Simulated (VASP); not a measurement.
# SiC in VASP: a series of runs

The runs below take SiC through single point, with PBE+D3(BJ).

All numbers are computed with VASP 6.6.1; they aren't measurements. Logs are shortened: lines on timing, memory, paths and dates and some standing lists are left out, and cuts for length are marked.

## Step 1: The cell of the first run

The cell holds a slab with vacuum, 24 atoms: a = 6.150 Å, b = 6.150 Å, c = 21.649 Å, α = 90.00°, β = 90.00°, γ = 120.00°.

## Step 2: Single point, PBE+D3(BJ)

Input file INCAR:

```
SYSTEM = SiC
ALGO = Normal
DIPOL = 0.5 0.5 0.499
EDIFF = 1E-6
ENCUT = 520
GGA = PE
IDIPOL = 3
ISIF = 2
ISMEAR = 0
IVDW = 12
LASPH = .TRUE.
LCHARG = .FALSE.
LDIPOL = .TRUE.
LREAL = Auto
LWAVE = .FALSE.
NBANDS = 66
NELM = 100
PREC = Accurate
SIGMA = 0.05
```

Input file KPOINTS:

```
k-points
0
G
  3 3 1
  0 0 0
```

Input file POSCAR:

```
SiC
1.0
    6.1499993378      0.0000000000      0.0000000000
   -3.0749996689      5.3260556598      0.0000000000
    0.0000000000      0.0000000000     21.6491351110
C Si
12 12
Direct
    0.5000000000      0.0000000000      0.3695297738
    0.5000000000      0.5000000000      0.3695297738
    0.0000000000      0.0000000000      0.3695297738
    0.0000000000      0.5000000000      0.3695297738
    0.6666666667      0.8333333333      0.4855033082
    0.6666666667      0.3333333333      0.4855033082
    0.1666666667      0.8333333333      0.4855033082
    0.1666666667      0.3333333333      0.4855033082
    0.8333333333      0.6666666667      0.6032666933
    0.8333333333      0.1666666667      0.6032666933
    0.3333333333      0.6666666667      0.6032666933
    0.3333333333      0.1666666667      0.6032666933
    0.1666666667      0.8333333333      0.3985231574
    0.1666666667      0.3333333333      0.3985231574
    0.6666666667      0.8333333333      0.3985231574
    0.6666666667      0.3333333333      0.3985231574
    0.3333333333      0.6666666667      0.5123910021
    0.3333333333      0.1666666667      0.5123910021
    0.8333333333      0.6666666667      0.5123910021
    0.8333333333      0.1666666667      0.5123910021
    0.5000000000      0.5000000000      0.6271878385
    0.5000000000      0.0000000000      0.6271878385
    0.0000000000      0.5000000000      0.6271878385
    0.0000000000      0.0000000000      0.6271878385
```

Potentials or basis: VASP PAW PBE potentials, release 64 (C, Si).

Run with:

```bash
cat potpaw_PBE.64/C/POTCAR potpaw_PBE.64/Si/POTCAR > POTCAR
mpirun -np 1 vasp_std > vasp.out
```

OUTCAR:

```text
SYSTEM = SiC
   EDIFF = 1E-6
   ENCUT = 520
   GGA = PE
   ISIF = 2
   ISMEAR = 0
   IVDW = 12
   LASPH = .TRUE.
   LREAL = Auto
   NELM = 100
   PREC = Accurate
 IVDW          = 12

 ion  position               nearest neighbor table
   1  0.500  0.000  0.370-  13 1.88  16 1.88  15 1.88
   2  0.500  0.500  0.370-  14 1.88  15 1.88  16 1.88
   3  0.000  0.000  0.370-  15 1.88  14 1.88  13 1.88
   4  0.000  0.500  0.370-  16 1.88  13 1.88  14 1.88
   5  0.667  0.833  0.486-  19 1.87  17 1.87  20 1.87  15 1.88
   6  0.667  0.333  0.486-  20 1.87  18 1.87  19 1.87  16 1.88
   7  0.167  0.833  0.486-  17 1.87  19 1.87  18 1.87  13 1.88
   8  0.167  0.333  0.486-  18 1.87  20 1.87  17 1.87  14 1.88
   9  0.833  0.667  0.603-  21 1.85  24 1.85  23 1.85  19 1.97
  10  0.833  0.167  0.603-  22 1.85  23 1.85  24 1.85  20 1.97
  11  0.333  0.667  0.603-  23 1.85  22 1.85  21 1.85  17 1.97
  12  0.333  0.167  0.603-  24 1.85  21 1.85  22 1.85  18 1.97
  13  0.167  0.833  0.399-   7 1.88   1 1.88   4 1.88   3 1.88  17 3.04  19 3.04  18 3.04  15 3.07
                            15 3.07  14 3.07  14 3.07  16 3.07  16 3.07
  14  0.167  0.333  0.399-   8 1.88   2 1.88   3 1.88   4 1.88  18 3.04  20 3.04  17 3.04  16 3.07
                            16 3.07  15 3.07  13 3.07  13 3.07  15 3.07
  15  0.667  0.833  0.399-   5 1.88   3 1.88   2 1.88   1 1.88  19 3.04  17 3.04  20 3.04  13 3.07
                            13 3.07  14 3.07  16 3.07  16 3.07  14 3.07
  16  0.667  0.333  0.399-   6 1.88   4 1.88   1 1.88   2 1.88  20 3.04  18 3.04  19 3.04  14 3.07
                            14 3.07  13 3.07  15 3.07  15 3.07  13 3.07
  17  0.333  0.667  0.512-   7 1.87   5 1.87   8 1.87  11 1.97  13 3.04  15 3.04  14 3.04  23 3.05
                            22 3.05  21 3.05  19 3.07  19 3.07  18 3.07  18 3.07  20 3.07  20 3.07
  18  0.333  0.167  0.512-   8 1.87   6 1.87   7 1.87  12 1.97  14 3.04  16 3.04  13 3.04  24 3.05
                            21 3.05  22 3.05  20 3.07  20 3.07  19 3.07  17 3.07  17 3.07  19 3.07
  19  0.833  0.667  0.512-   5 1.87   7 1.87   6 1.87   9 1.97  15 3.04  13 3.04  16 3.04  21 3.05
                            24 3.05  23 3.05  17 3.07  17 3.07  18 3.07  20 3.07  20 3.07  18 3.07
  20  0.833  0.167  0.512-   6 1.87   8 1.87   5 1.87  10 1.97  16 3.04  14 3.04  15 3.04  22 3.05
                            23 3.05  24 3.05  18 3.07  18 3.07  17 3.07  19 3.07  19 3.07  17 3.07
  21  0.500  0.500  0.627-   9 1.85  12 1.85  11 1.85  19 3.05  18 3.05  17 3.05  23 3.07  23 3.07
                            24 3.07  22 3.07  22 3.07  24 3.07
  22  0.500  0.000  0.627-  10 1.85  11 1.85  12 1.85  20 3.05  17 3.05  18 3.05  24 3.07  24 3.07
                            21 3.07  21 3.07  23 3.07  23 3.07
  23  0.000  0.500  0.627-  11 1.85  10 1.85   9 1.85  17 3.05  20 3.05  19 3.05  21 3.07  21 3.07
                            24 3.07  24 3.07  22 3.07  22 3.07
  24  0.000  0.000  0.627-  12 1.85   9 1.85  10 1.85  18 3.05  19 3.05  20 3.05  22 3.07  22 3.07
                            23 3.07  23 3.07  21 3.07  21 3.07

  LATTYP: Found a hexagonal cell.
 ALAT       =     6.1499993378
 C/A-ratio  =     3.5201849499

  Lattice vectors:

 A1 = (   6.1499993378,   0.0000000000,   0.0000000000)
 A2 = (  -3.0749996689,   5.3260556598,   0.0000000000)
 A3 = (   0.0000000000,   0.0000000000,  21.6491351110)

Analysis of symmetry for initial positions (statically):
=====================================================================
 Subroutine PRICEL returns following result:

  LATTYP: Found a hexagonal cell.
 ALAT       =     3.0749996689
 C/A-ratio  =     7.0403698999

  Lattice vectors:

 A1 = (   3.0749996689,   0.0000000000,   0.0000000000)
 A2 = (  -1.5374998344,   2.6630278299,   0.0000000000)
 A3 = (   0.0000000000,   0.0000000000,  21.6491351110)

   4 primitive cells build up your supercell.

 Routine SETGRP: Setting up the symmetry group for a
 hexagonal supercell.

 Subroutine GETGRP returns: Found  6 space group operations
 (whereof  6 operations were pure point group operations)
 out of a pool of 24 trial point group operations.

The static configuration has the point symmetry C_3v.

Analysis of symmetry for dynamics (positions and initial velocities):
=====================================================================
 Subroutine PRICEL returns following result:

  LATTYP: Found a hexagonal cell.
 ALAT       =     3.0749996689
 C/A-ratio  =     7.0403698999

  Lattice vectors:

 A1 = (   3.0749996689,   0.0000000000,   0.0000000000)
 A2 = (  -1.5374998344,   2.6630278299,   0.0000000000)
 A3 = (   0.0000000000,   0.0000000000,  21.6491351110)

   4 primitive cells build up your supercell.

 Routine SETGRP: Setting up the symmetry group for a
 hexagonal supercell.

 Subroutine GETGRP returns: Found  6 space group operations
 (whereof  6 operations were pure point group operations)
 out of a pool of 24 trial point group operations.

[... 97 lines left out ...]
   NELECT =      96.0000    total number of electrons
   NUPDOWN=      -1.0000    fix difference up-down
   EMIN   =  10.00;   EMAX   =-10.00  energy-range for DOS
   EFERMI =   0.00;   METHOD = LEGACY
   ISMEAR =     0;   SIGMA  =   0.05  broadening in eV -4-tet -1-fermi 0-gaus
   EFERMI_NEDOS =   21; number of points for ismear=-14 and -15
   IALGO  =     38    algorithm
   IMIX   =      4    mixing-type and parameters
     AMIX     =   0.40;   BMIX     =  1.00
     AMIX_MAG =   1.60;   BMIX_MAG =  1.00
  volume/ion in A,a.u.               =      29.55       199.39
  Fermi-wavevector in a.u.,A,eV,Ry     =   0.840604  1.588511  9.614083  0.706615
  Thomas-Fermi vector in A             =   1.955013
   LORBIT       =      0    0 simple, 1 ext, 2 COOP (PROOUT), +10 PAW based schemes
   GGA     = PE    functional components
   LHFCALC =     F    Hartree Fock is set to
   AEXX    =    0.0000 exact exchange contribution
   IVDW    =    12    specifies the selected vdW correction
   LEPSILON=     F    determine dielectric tensor
   LRPA    =     F    only Hartree local field effects (RPA)
 non-spin polarized calculation
 Gauss-broadening in eV      SIGMA  =   0.05
  energy-cutoff  :      520.00
  volume of cell :      709.12
 maximum number of plane-waves:     19197
 NGX is ok and might be reduce to    48
   NGX = 23   NGY = 23   NGZ = 81

 dipolmoment           0.000000      0.000000      0.344587 electrons x Angstroem

 number of electron      95.9999996 magnetization

 dipolmoment           0.000000      0.000000     -0.474903 electrons x Angstroem

 Free energy of the ion-electron system (eV)
  ---------------------------------------------------
  ext. energy  EPLUGINS =         0.00000000
  ---------------------------------------------------
  free energy    TOTEN  =      -164.74678397 eV

  energy without entropy =     -164.73346840  energy(sigma->0) =     -164.74012618

 E-fermi :  -0.3724     XC(G=0):  -4.7769

 val. band max:       -0.3996175854   @ k =   0.0000   0.0000   0.0000
 cond. band min:      -0.2960143558   @ k =   0.0000   0.0000   0.0000
 fundamental gap:      0.1036032297
 Fermi energy:        -0.3724203997

 k-point     1 :       0.0000    0.0000    0.0000
  band No.  band energies     occupation
      1     -16.7236      2.00000
      2     -15.3201      2.00000
      3     -13.5133      2.00000
      4     -13.5133      2.00000
      5     -13.5133      2.00000
      6     -13.1156      2.00000
[... 52 lines left out ...]
     59       3.5679      0.00000
     60       3.7009      0.00000

 k-point     2 :       0.3333   -0.0000    0.0000
  band No.  band energies     occupation
      1     -16.2512      2.00000
      2     -14.9105      2.00000
      3     -14.8685      2.00000
      4     -13.7635      2.00000
      5     -13.7635      2.00000
      6     -13.6331      2.00000
[... 52 lines left out ...]
     59       3.8754      0.00000
     60       4.0447      0.00000

 k-point     3 :       0.3333    0.3333    0.0000
  band No.  band energies     occupation
      1     -15.3393      2.00000
      2     -15.3393      2.00000
      3     -15.3393      2.00000
      4     -14.0142      2.00000
      5     -14.0142      2.00000
      6     -14.0142      2.00000
[... 52 lines left out ...]
     59       4.2260      0.00000
     60       4.2260      0.00000
 [bands above 60 left out]

------------------------ aborting loop because EDIFF is reached ----------------------------------------

 vacuum level on the upper side and lower side of the slab       (xc-potential included)        -1.368         1.191

 Edisp (eV)   -5.53785

 E8    (eV) :    -2.1606

  FORCE on cell =-STRESS in cart. coord.  units (eV):
  Direction    XX          YY          ZZ          XY          YZ          ZX
  --------------------------------------------------------------------------------------
  -------------------------------------------------------------------------------------
  Total       1.81684     1.81684     2.45773     0.00000     0.00000    -0.00000
  in kB       4.10494     4.10494     5.55293     0.00000     0.00000    -0.00000
  external pressure =        4.59 kB  Pullay stress =        0.00 kB

 VOLUME and BASIS-vectors are now :
 -----------------------------------------------------------------------------
  energy-cutoff  :      520.00
  volume of cell :      709.12
      direct lattice vectors                 reciprocal lattice vectors
     6.149999338  0.000000000  0.000000000     0.162601644  0.093878103  0.000000000
    -3.074999669  5.326055660  0.000000000     0.000000000  0.187756205  0.000000000
     0.000000000  0.000000000 21.649135111     0.000000000  0.000000000  0.046191222

 POSITION                                       TOTAL-FORCE (eV/Angst)
 -----------------------------------------------------------------------------------
      3.07500      0.00000      8.00000         0.000000     -0.000000      2.178627
      1.53750      2.66303      8.00000        -0.000000     -0.000000      2.178627
      0.00000      0.00000      8.00000         0.000000     -0.000000      2.178627
     -1.53750      2.66303      8.00000        -0.000000     -0.000000      2.178627
      1.53750      4.43838     10.51073         0.000000     -0.000000      1.058641
      3.07500      1.77535     10.51073        -0.000000      0.000000      1.058641
[... 16 lines left out ...]
     -1.53750      2.66303     13.57807         0.000000      0.000000     -0.022186
      0.00000      0.00000     13.57807         0.000000      0.000000     -0.022186
 -----------------------------------------------------------------------------------
    total drift:                               -0.000000      0.000000     -0.033591

  FREE ENERGIE OF THE ION-ELECTRON SYSTEM (eV)
  ---------------------------------------------------
  free  energy   TOTEN  =      -170.2846331884 eV

  energy  without entropy=     -170.2713176137  energy(sigma->0) =     -170.27797540

 vacuum level on the upper side and lower side of the slab         3.642         6.267
```

Run time: 6.4 min. Hardware: 1 thread of AMD EPYC 9R45 (Zen 5), shared host; peak memory 0.7 GiB.

Results:

```yaml
Free_energy: -170.2846 eV
Largest_force: 3.237 eV/Å
Band_gap_on_the_k_mesh: zero (filled and empty bands touch)
Dispersion_energy_per_atom: -0.231 eV
```

Forces in eV/Å, atoms in the order of the input:
```
C    0.000  0.000  2.179
C    0.000  0.000  2.179
C    0.000  0.000  2.179
C    0.000  0.000  2.179
C    0.000  0.000  1.059
C    0.000  0.000  1.059
C    0.000  0.000  1.059
C    0.000  0.000  1.059
C    0.000  0.000  0.022
C    0.000  0.000  0.022
C    0.000  0.000  0.022
C    0.000  0.000  0.022
Si   0.000  0.000 -3.237
Si   0.000  0.000 -3.237
Si   0.000  0.000 -3.237
Si   0.000  0.000 -3.237
Si   0.000  0.000 -0.001
Si   0.000  0.000 -0.001
Si   0.000  0.000 -0.001
Si   0.000  0.000 -0.001
Si   0.000  0.000 -0.022
Si   0.000  0.000 -0.022
Si   0.000  0.000 -0.022
Si   0.000  0.000 -0.022
```

Levels at points of the mesh, in eV from the Fermi level:
```
           k point  band 44  band 45  band 46  band 47  band 48  band 49  band 50  band 51  band 52  band 53
(0.00, 0.00, 0.00)    -0.27    -0.27    -0.27    -0.03    -0.03    -0.03     0.08     0.08     0.47     1.53
```

Caveat: the k points lie up to 0.39 Å⁻¹ apart.

## Step 3: Single point, PBE+D3(BJ)

INCAR is that of step 2.

KPOINTS is that of step 2.

Input file POSCAR:

```
SiC
1.0
    6.1499993385      0.0000000000      0.0000000000
   -3.0749996692      5.3260556604      0.0000000000
    0.0000000000      0.0000000000     21.6491351117
C Si
12 12
Direct
    0.5000000000      0.0000000000      0.3695297738
    0.5000000000      0.5000000000      0.3695297738
    0.0000000000      0.0000000000      0.3695297738
    0.0000000000      0.5000000000      0.3695297738
    0.6666666667      0.8333333333      0.4855033082
    0.6666666667      0.3333333333      0.4855033082
    0.1666666667      0.8333333333      0.4855033082
    0.1666666667      0.3333333333      0.4855033082
    0.8333333333      0.6666666667      0.6032667071
    0.8333333333      0.1666666667      0.6032667071
    0.3333333333      0.6666666667      0.6032667071
    0.3333333333      0.1666666667      0.6032667071
    0.1666666667      0.8333333333      0.3985231574
    0.1666666667      0.3333333333      0.3985231574
    0.6666666667      0.8333333333      0.3985231574
    0.6666666667      0.3333333333      0.3985231574
    0.3333333333      0.6666666667      0.5123910064
    0.3333333333      0.1666666667      0.5123910064
    0.8333333333      0.6666666667      0.5123910064
    0.8333333333      0.1666666667      0.5123910064
    0.5000000000      0.5000000000      0.6271878357
    0.5000000000      0.0000000000      0.6271878357
    0.0000000000      0.5000000000      0.6271878357
    0.0000000000      0.0000000000      0.6271878357
```

Potentials or basis: VASP PAW PBE potentials, release 64 (C, Si).

Run with:

```bash
cat potpaw_PBE.64/C/POTCAR potpaw_PBE.64/Si/POTCAR > POTCAR
mpirun -np 1 vasp_std > vasp.out
```

It took 9.8 min on 1 thread of Intel Xeon 6975P-C, shared host; peak memory 0.74 GiB.

The run converged. Its results:

```yaml
Free_energy: -170.2846 eV
Largest_force: 3.237 eV/Å
Band_gap_on_the_k_mesh: zero (filled and empty bands touch)
Dispersion_energy_per_atom: -0.231 eV
```

Forces on the atoms (eV/Å):
```
C    0.000  0.000  2.179
C    0.000  0.000  2.179
C    0.000  0.000  2.179
C    0.000  0.000  2.179
C    0.000  0.000  1.059
C    0.000  0.000  1.059
C    0.000  0.000  1.059
C    0.000  0.000  1.059
C    0.000  0.000  0.022
C    0.000  0.000  0.022
C    0.000  0.000  0.022
C    0.000  0.000  0.022
Si   0.000  0.000 -3.237
Si   0.000  0.000 -3.237
Si   0.000  0.000 -3.237
Si   0.000  0.000 -3.237
Si   0.000  0.000 -0.001
Si   0.000  0.000 -0.001
Si   0.000  0.000 -0.001
Si   0.000  0.000 -0.001
Si   0.000  0.000 -0.022
Si   0.000  0.000 -0.022
Si   0.000  0.000 -0.022
Si   0.000  0.000 -0.022
```

Levels at points of the mesh, in eV from the Fermi level:
| k point | band 46 | band 47 | band 48 | band 49 | band 50 | band 51 |
| --- | --- | --- | --- | --- | --- | --- |
| (0.00, 0.00, 0.00) | -0.27 | -0.03 | -0.03 | -0.03 | 0.08 | 0.08 |

Caveat: the k points lie up to 0.39 Å⁻¹ apart.

## Step 4: Single point, PBE+D3(BJ)

This run uses another cell than the first one, of 30.91 Å³/atom, 1.046 times its volume.

Input file INCAR:

```
  ALGO = Normal
  DIPOL = 0.5 0.5 0.499
  EDIFF = 1E-6
  ENCUT = 520
  GGA = PE
  IDIPOL = 3
  ISIF = 2
  ISMEAR = 0
  IVDW = 12
  LASPH = T
  LCHARG = F
  LDIPOL = T
  LREAL = Auto
  LWAVE = F
  NBANDS = 66
  NELM = 60
  PREC = Accurate
  SIGMA = 0.05
```

Input file KPOINTS:

```
k-points
0
Gamma
  6 6 1
```

Input file POSCAR:

```
SiC
1.0
    6.1499993419      0.0000000000      0.0000000000
   -3.0749996710      5.3260556634      0.0000000000
    0.0000000000      0.0000000000     22.6491351148
C Si
12 12
Direct
    0.5000000000      0.0000000000      0.3752902686
    0.5000000000      0.5000000000      0.3752902686
    0.0000000000      0.0000000000      0.3752902686
    0.0000000000      0.5000000000      0.3752902686
    0.6666666667      0.8333333333      0.4861433632
    0.6666666667      0.3333333333      0.4861433632
    0.1666666667      0.8333333333      0.4861433632
    0.1666666667      0.3333333333      0.4861433632
    0.8333333333      0.6666666667      0.5985644355
    0.8333333333      0.1666666667      0.5985644355
    0.3333333333      0.6666666667      0.5985644355
    0.3333333333      0.1666666667      0.5985644355
    0.1666666667      0.8333333333      0.4030035422
    0.1666666667      0.3333333333      0.4030035422
    0.6666666667      0.8333333333      0.4030035422
    0.6666666667      0.3333333333      0.4030035422
    0.3333333333      0.6666666667      0.5118384285
    0.3333333333      0.1666666667      0.5118384285
    0.8333333333      0.6666666667      0.5118384285
    0.8333333333      0.1666666667      0.5118384285
    0.5000000000      0.5000000000      0.6216781648
    0.5000000000      0.0000000000      0.6216781648
    0.0000000000      0.5000000000      0.6216781648
    0.0000000000      0.0000000000      0.6216781648
```

Run with:

```bash
cat potpaw_PBE.64/C/POTCAR potpaw_PBE.64/Si/POTCAR > POTCAR
mpirun -np 1 vasp_std > vasp.out
```

Wall time 12 min (1 thread of Intel Xeon Platinum 8488C (Sapphire Rapids), shared host); peak memory 0.83 GiB.

Results (log left out):

* Free energy: -170.2960 eV
* Largest force: 3.452 eV/Å
* Band gap on the k mesh: zero (band 48 reaches -0.56 eV, above the bottom of band 49 at -0.61 eV)
* Dispersion energy per atom: -0.231 eV

Forces on the atoms (eV/Å):
```
C    0.000  0.000  2.455
C    0.000  0.000  2.455
C    0.000  0.000  2.455
C    0.000  0.000  2.455
C    0.000  0.000  1.003
C    0.000  0.000  1.003
C    0.000  0.000  1.003
C    0.000  0.000  1.003
C    0.000  0.000 -0.012
C    0.000  0.000 -0.012
C    0.000  0.000 -0.012
C    0.000  0.000 -0.012
Si   0.000  0.000 -3.452
Si   0.000  0.000 -3.452
Si   0.000  0.000 -3.452
Si   0.000  0.000 -3.452
Si   0.000  0.000  0.013
Si   0.000  0.000  0.013
Si   0.000  0.000  0.013
Si   0.000  0.000  0.013
Si   0.000  0.000 -0.006
Si   0.000  0.000 -0.006
Si   0.000  0.000 -0.006
Si   0.000  0.000 -0.006
```

Levels at points of the mesh, in eV from the Fermi level:
```csv
k point,band 46,band 47,band 48,band 49,band 50,band 51
"(0.00, 0.00, 0.00)",-0.33,-0.08,-0.08,-0.08,0.09,0.09
"(0.50, 0.00, 0.00)",-0.34,-0.06,-0.06,0.10,0.10,0.31
```
